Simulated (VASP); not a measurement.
Wanted: the native input for a VASP 6.6.1 run.

- Task: single point
- Functional: PBE
- Potentials or basis: VASP PAW PBE potentials, release 64 (Ca_sv, O)
- Cutoff: 520 eV
- k mesh: 2 × 2 × 2, shifted
- Occupations: gaussian, width 0.1 eV
- Spin: no spin polarisation
- Dipole correction: no
- Further INCAR settings: LREAL = Auto; ALGO = Normal; EDIFF = 1e-06; NBANDS = 78; ISYM = 0

The structure of CaO lies in POSCAR:

```
CaO
1.0
   -4.8980000000      4.8980000000      0.0000000000
   -4.8980000000      0.0000000000      4.8980000000
    0.0000000000      4.8980000000      4.8980000000
Ca O
8 8
Direct
    0.0000000000      0.0000000000      0.0000000000
    0.5000000000      0.0000000000      0.0000000000
    0.0000000000      0.5000000000      0.0000000000
    0.0000000000      0.0000000000      0.5000000000
    0.5000000000      0.5000000000      0.0000000000
    0.5000000000      0.0000000000      0.5000000000
    0.0000000000      0.5000000000      0.5000000000
    0.5000000000      0.5000000000      0.5000000000
    0.7500000000      0.7500000000      0.7500000000
    0.2500000000      0.7500000000      0.7500000000
    0.7500000000      0.2500000000      0.7500000000
    0.7500000000      0.7500000000      0.2500000000
    0.2500000000      0.2500000000      0.7500000000
    0.2500000000      0.7500000000      0.2500000000
    0.7500000000      0.2500000000      0.2500000000
    0.2500000000      0.2500000000      0.2500000000
```

These files were run (other wordings do the same):

INCAR

```
SYSTEM = CaO
PREC = Accurate
ENCUT = 520
EDIFF = 1E-6
ISMEAR = 0
SIGMA = 0.1
LREAL = Auto
LASPH = .True.
NELM = 100
ALGO = Normal
ISIF = 2
LWAVE = .False.
LCHARG = .False.
GGA = PE
NBANDS = 78
ISYM = 0
```

KPOINTS

```
Automatic mesh
0
Gamma
  2 2 2
  0.5 0.5 0.5
```

Potentials or basis: VASP PAW PBE potentials, release 64 (Ca_sv, O).

Launch:

```console
$ cat potpaw_PBE.64/Ca_sv/POTCAR potpaw_PBE.64/O/POTCAR > POTCAR
$ mpirun -np 1 vasp_std > vasp.out
```

Results of the run:

| Quantity | Value |
| --- | --- |
| Pressure | -3.6 GPa |
| Band gap on the k mesh | 4.30 eV |

Caveat: the k points lie up to 0.56 Å⁻¹ apart; a shifted mesh leaves out Γ, where band edges can lie.

It took 18 min on 1 thread of Intel(R) Xeon(R) Platinum 8259CL CPU @ 2.50GHz (Skylake/Cascade Lake), with other jobs on the host, peak memory 0.48 GiB.
